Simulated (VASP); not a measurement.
# Te6Mo3H (a cell with a defect) in VASP: single point with PBEsol+D3(BJ)

Aim: the single point of Te6Mo3H (a cell with a defect) with PBEsol+D3(BJ).

Everything below comes from runs of VASP 6.6.1. Logs are shortened: lines on timing, memory, paths and dates and some standing lists are left out, and cuts for length are marked.

**1. The cell of the first run**

The cell holds a defect, 10 atoms: a = 3.433 Å, b = 3.433 Å, c = 20.770 Å, α = 90.00°, β = 90.00°, γ = 120.00°.

**2. Single point, PBEsol+D3(BJ)**

The input, INCAR:

```
  PREC = Accurate
  ENCUT = 400
  EDIFF = 1E-6
  ISMEAR = 0
  SIGMA = 0.05
  LREAL = False
  LASPH = True
  NELM = 120
  ALGO = Normal
  ISIF = 2
  LWAVE = False
  LCHARG = True
  GGA = PS
  IVDW = 12
  LELF = True
  LVHAR = True
  NBANDS = 50
  GGA_COMPAT = False
```

The input, KPOINTS:

```
Automatic mesh
0
Gamma
  9 9 2
```

The input, POSCAR:

```
Te6Mo3H
1.0
    3.4334348991      0.0000000000      0.0000000000
   -1.7167174496      2.9734418449      0.0000000000
    0.0000000000      0.0000000000     20.7704276327
Te Mo H
6 3 1
Direct
    0.0000000000      0.0000000000      0.9125759158
    0.3333333333      0.6666666667      0.5917813750
    0.3333333333      0.6666666667      0.2333059430
    0.3333333333      0.6666666667      0.7666940570
    0.3333333333      0.6666666667      0.4082186250
    0.0000000000      0.0000000000      0.0874240842
    0.0000000000      0.0000000000      0.6791506171
    0.0000000000      0.0000000000      0.3208493829
    0.3333333333      0.6666666667      0.0000000000
   -0.0523098515      0.0988450742      0.5023436355
```

Potentials or basis: VASP PAW PBE potentials, release 64 (Te, Mo_sv, H).

The run is started by

```sh
cat potpaw_PBE.64/Te/POTCAR potpaw_PBE.64/Mo_sv/POTCAR potpaw_PBE.64/H/POTCAR > POTCAR
mpirun -np 1 vasp_std > vasp.out
```

OUTCAR:

```text
PREC = Accurate
   ENCUT = 400
   EDIFF = 1E-6
   ISMEAR = 0
   LREAL = False
   LASPH = True
   NELM = 120
   ISIF = 2
   GGA = PS
   IVDW = 12
 IVDW          = 12

 ion  position               nearest neighbor table
   1  0.000  0.000  0.913-   9 2.69   9 2.69   9 2.69   4 3.62   4 3.62   4 3.62   6 3.63
   2  0.333  0.667  0.592-   7 2.69   7 2.69   7 2.69   4 3.63
   3  0.333  0.667  0.233-   8 2.69   8 2.69   8 2.69   6 3.62   6 3.62   6 3.62   5 3.63
   4  0.333  0.667  0.767-   7 2.69   7 2.69   7 2.69   1 3.62   1 3.62   1 3.62   2 3.63
   5  0.333  0.667  0.408-   8 2.69   8 2.69   8 2.69   3 3.63
   6  0.000  0.000  0.087-   9 2.69   9 2.69   9 2.69   3 3.62   3 3.62   3 3.62   1 3.63
   7  0.000  0.000  0.679-   2 2.69   2 2.69   2 2.69   4 2.69   4 2.69   4 2.69
   8  0.000  0.000  0.321-   5 2.69   5 2.69   5 2.69   3 2.69   3 2.69   3 2.69
   9  0.333  0.667  0.000-   1 2.69   6 2.69   1 2.69   6 2.69   1 2.69   6 2.69
  10  0.948  0.099  0.502-

  LATTYP: Found a hexagonal cell.
 ALAT       =     3.4334348991
 C/A-ratio  =     6.0494601596

  Lattice vectors:

 A1 = (   3.4334348991,   0.0000000000,   0.0000000000)
 A2 = (  -1.7167174496,   2.9734418449,   0.0000000000)
 A3 = (   0.0000000000,   0.0000000000,  20.7704276327)

Analysis of symmetry for initial positions (statically):
=====================================================================
 Subroutine PRICEL returns:
 Original cell was already a primitive cell.

 Routine SETGRP: Setting up the symmetry group for a
 hexagonal supercell.

 Subroutine GETGRP returns: Found  1 space group operations
 (whereof  1 operations were pure point group operations)
 out of a pool of 24 trial point group operations.

The static configuration has the point symmetry C_1 .

Analysis of symmetry for dynamics (positions and initial velocities):
=====================================================================
 Subroutine PRICEL returns:
 Original cell was already a primitive cell.

 Routine SETGRP: Setting up the symmetry group for a
 hexagonal supercell.

 Subroutine GETGRP returns: Found  1 space group operations
 (whereof  1 operations were pure point group operations)
 out of a pool of 24 trial point group operations.

[... 120 lines left out ...]
   IBRION =     -1    ionic relax: 0-MD 1-quasi-New 2-CG
   NFREE  =      0    steps in history (QN), initial steepest desc. (CG)
   ISIF   =      2    stress and relaxation
   ISYM   =      2    0-nonsym 1-usesym 2-fastsym
   POTIM  = 0.5000    time-step for ionic-motion
   TEBEG  =    0.0;   TEEND  =   0.0 temperature during run
   PSTRESS=    0.0 pullay stress
   NELECT =      79.0000    total number of electrons
   NUPDOWN=      -1.0000    fix difference up-down
   EMIN   =  10.00;   EMAX   =-10.00  energy-range for DOS
   EFERMI =   0.00;   METHOD = LEGACY
   ISMEAR =     0;   SIGMA  =   0.05  broadening in eV -4-tet -1-fermi 0-gaus
   EFERMI_NEDOS =   21; number of points for ismear=-14 and -15
   IALGO  =     38    algorithm
   IMIX   =      4    mixing-type and parameters
     AMIX     =   0.40;   BMIX     =  1.00
     AMIX_MAG =   1.60;   BMIX_MAG =  1.00
  volume/ion in A,a.u.               =      21.20       143.10
  Fermi-wavevector in a.u.,A,eV,Ry     =   1.177984  2.226066 18.880066  1.387646
  Thomas-Fermi vector in A             =   2.314321
   LORBIT       =      0    0 simple, 1 ext, 2 COOP (PROOUT), +10 PAW based schemes
   GGA     = PS    functional components
   LHFCALC =     F    Hartree Fock is set to
   AEXX    =    0.0000 exact exchange contribution
   IVDW    =    12    specifies the selected vdW correction
   LEPSILON=     F    determine dielectric tensor
   LRPA    =     F    only Hartree local field effects (RPA)
 non-spin polarized calculation
 Gauss-broadening in eV      SIGMA  =   0.05
  energy-cutoff  :      400.00
  volume of cell :      212.05
 maximum number of plane-waves:      3908
   NGX = 11   NGY = 11   NGZ = 67

 number of electron      78.9999990 magnetization

 Free energy of the ion-electron system (eV)
  ---------------------------------------------------
  ext. energy  EPLUGINS =         0.00000000
  ---------------------------------------------------
  free energy    TOTEN  =       -60.36234043 eV

  energy without entropy =      -60.35692228  energy(sigma->0) =      -60.35963135

 E-fermi :   8.8955     XC(G=0): -10.9879

 val. band max:        8.8908834588   @ k =   0.4444   0.3333   0.5000
 cond. band min:       8.8987052555   @ k =   0.0000   0.1111   0.5000
 fundamental gap:      0.0078217967
 Fermi energy:         8.8954799652

 k-point     1 :       0.0000    0.0000    0.0000
  band No.  band energies     occupation
      1     -51.9375      2.00000
      2     -51.6880      2.00000
      3     -51.6824      2.00000
      4     -26.1893      2.00000
      5     -25.9953      2.00000
      6     -25.9932      2.00000
[... 1261 lines left out ...]
     49      11.9194      0.00000
     50      11.9752      0.00000

 [... further k-points ...]

------------------------ aborting loop because EDIFF is reached ----------------------------------------

 Edisp (eV)   -5.08824

 E8    (eV) :    -3.4533

  FORCE on cell =-STRESS in cart. coord.  units (eV):
  Direction    XX          YY          ZZ          XY          YZ          ZX
  --------------------------------------------------------------------------------------
  -------------------------------------------------------------------------------------
  Total      -1.09336    -1.72855    -1.29419    -0.33894    -0.06911     0.09872
  in kB      -8.26111   -13.06050    -9.77860    -2.56098    -0.52219     0.74592
  external pressure =      -10.37 kB  Pullay stress =        0.00 kB

 VOLUME and BASIS-vectors are now :
 -----------------------------------------------------------------------------
  energy-cutoff  :      400.00
  volume of cell :      212.05
      direct lattice vectors                 reciprocal lattice vectors
     3.433434899  0.000000000  0.000000000     0.291253520  0.168155298  0.000000000
    -1.716717450  2.973441845  0.000000000     0.000000000  0.336310596  0.000000000
     0.000000000  0.000000000 20.770427633     0.000000000  0.000000000  0.048145374

 POSITION                                       TOTAL-FORCE (eV/Angst)
 -----------------------------------------------------------------------------------
      0.00000      0.00000     18.95459        -0.002159      0.001019     -0.066083
     -0.00000      1.98229     12.29155         0.146980     -0.126057     -0.584791
     -0.00000      1.98229      4.84586         0.033154     -0.017556      0.064928
     -0.00000      1.98229     15.92456         0.039531     -0.020657     -0.062654
     -0.00000      1.98229      8.47888         0.122290     -0.100143      0.537500
      0.00000      0.00000      1.81584        -0.002070      0.000954      0.066156
      0.00000      0.00000     14.10625         0.022381      0.001341      0.485331
      0.00000      0.00000      6.66418         0.012725      0.005556     -0.446278
     -0.00000      1.98229      0.00000         0.003579     -0.002273      0.002532
      3.08414      0.29391     10.43389        -0.376412      0.257817      0.003359
 -----------------------------------------------------------------------------------
    total drift:                               -0.000078      0.000119      0.000076

  FREE ENERGIE OF THE ION-ELECTRON SYSTEM (eV)
  ---------------------------------------------------
  free  energy   TOTEN  =       -65.4505807607 eV

  energy  without entropy=      -65.4451626080  energy(sigma->0) =      -65.44787168
```

OSZICAR:

```text
N       E                     dE             d eps       ncg     rms          rms(c)
DAV:   1     0.527504158123E+03    0.52750E+03   -0.35883E+04  9936   0.115E+03
DAV:   2    -0.286181162963E+02   -0.55612E+03   -0.53551E+03 10112   0.305E+02
DAV:   3    -0.615386500042E+02   -0.32921E+02   -0.31923E+02 10006   0.638E+01
[... 23 lines left out ...]
DAV:  27    -0.603623785299E+02    0.12401E-04   -0.17103E-05  9212   0.157E-02    0.209E-01
DAV:  28    -0.603623734518E+02    0.50781E-05   -0.34265E-06  6952   0.582E-03    0.191E-01
DAV:  29    -0.603623531357E+02    0.20316E-04   -0.15193E-05  8974   0.149E-02    0.121E-01
DAV:  30    -0.603623413020E+02    0.11834E-04   -0.10384E-04  9446   0.401E-02    0.880E-02
DAV:  31    -0.603623404284E+02    0.87368E-06   -0.83522E-06  8346   0.998E-03
   1 F= -.65450581E+02 E0= -.65447872E+02  d E =-.541815E-02
```

stdout:

```text
POSCAR found type information on POSCAR TeMoH
 POSCAR found :  3 types and      10 ions
 scaLAPACK will be used
 -----------------------------------------------------------------------------
|                                                                             |
|                                                                             |
|     You enforced a specific xc type in the INCAR file but a different       |
|     I HOPE YOU KNOW WHAT YOU ARE DOING!                                     |
|                                                                             |
 -----------------------------------------------------------------------------

 LDA part: xc-table for (Slater+PW92), standard interpolation
 POSCAR, INCAR and KPOINTS ok, starting setup
 FFT: planning ... GRIDC
 FFT: planning ... GRID_SOFT
 FFT: planning ... GRID
 WAVECAR not read
 entering main loop
```

It took 13 min on 1 thread of Intel Xeon 6975P-C (Granite Rapids), shared host; peak memory 0.6 GiB.

What came out:

* Free energy: -65.4506 eV
* Pressure: -1.0 GPa
* Largest force: 0.616 eV/Å
* Band gap on the k mesh: zero (an odd number of electrons rules out a gap without spin polarisation)
* Dispersion energy per atom: -0.509 eV

Forces in eV/Å, atoms in the order of the input:
```
Te  -0.002  0.001 -0.066
Te   0.147 -0.126 -0.585
Te   0.033 -0.018  0.065
Te   0.040 -0.021 -0.063
Te   0.122 -0.100  0.537
Te  -0.002  0.001  0.066
Mo   0.022  0.001  0.485
Mo   0.013  0.006 -0.446
Mo   0.004 -0.002  0.003
H   -0.376  0.258  0.003
```

Caveat: the PAW data sets were made with another functional, which shifts forces and pressure a little; spin-orbit coupling is left out, which moves the levels of the heavy elements.
